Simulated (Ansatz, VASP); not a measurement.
**SnTe: VASP beside Ansatz**

Contents of INCAR:

```
  PREC = Accurate
  ENCUT = 500
  EDIFF = 1E-7
  ISMEAR = 0
  SIGMA = 0.01
  LREAL = F
  LASPH = T
  NELM = 120
  ALGO = Normal
  ISIF = 3
  LWAVE = F
  LCHARG = F
  GGA = PE
  IVDW = 12
  IBRION = 2
  NSW = 100
  EDIFFG = -0.005
  GGA_COMPAT = F
  NELMIN = 4
```

Contents of KPOINTS:

```
regular mesh
0
Gamma
  10 10 10
```

File POSCAR:

```
SnTe
1.0
    0.0000000000      3.1565000000      3.1565000000
    3.1565000000      0.0000000000      3.1565000000
    3.1565000000      3.1565000000      0.0000000000
Sn Te
1 1
Direct
    0.0000000000      0.0000000000      0.0000000000
    0.5000000000      0.5000000000      0.5000000000
```

Input for Ansatz:

```yaml
crystal:
  lattice:
    - [0.0, 3.1565, 3.1565]
    - [3.1565, 0.0, 3.1565]
    - [3.1565, 3.1565, 0.0]
  atoms:
    - { symbol: Sn, position: [0.0, 0.0, 0.0] }
    - { symbol: Te, position: [0.5, 0.5, 0.5] }
basis:
  ecutwfc: 420
kpoints:
  mp_grid: { grid: [10, 10, 10] }
hamiltonian:
  xc: pbe
  dispersion: d3bj
scf:
  occupations: { method: gaussian, width: 0.01 }
output:
  forces: true
  stress: true
  eigenvalues: true
  write_density: true
  write_potential: true
  elf: true
  volumetric_format: npy
relax:
  adjacent_minimum: "off"
  f_tol: 0.005
  max_steps: 80
  cell: { stress_tol: 0.05 }
```

Alike in both runs: task relaxation of cell and atoms; functional PBE; dispersion D3(BJ); k mesh 10 × 10 × 10; occupations gaussian, width 0.01 eV; no spin polarisation.

|  | VASP | Ansatz |
| --- | --- | --- |
| version | VASP 6.6.1 | Ansatz 0.2.0 |
| potentials or method | VASP PAW PBE potentials, release 64 (Sn_d, Te), cutoff 500 eV | scalar-relativistic, plane waves, PAW |
| valence electrons in the cell | 20 | 30 |

VASP gave:

| Item | Value |
| --- | --- |
| gap on the k mesh at the Fermi level, each at its own relaxed structure (eV) | 0.09 |
| relaxed volume (Å³/atom) | 31.37 |
| relaxed cell length with the largest relative difference (Å) | 4.460 |

What did Ansatz give for the same quantities?

gap on the k mesh at the Fermi level, each at its own relaxed structure (eV): 0.09; relaxed volume (Å³/atom): 31.36; relaxed cell length with the largest relative difference (Å): 4.460.

VASP's potentials hold 20 valence electrons a cell and Ansatz's 30, so a difference there can come from the potentials and not from the codes. Ansatz's warnings: relaxed geometry near dispersion switch.

Spin-orbit coupling is off throughout.
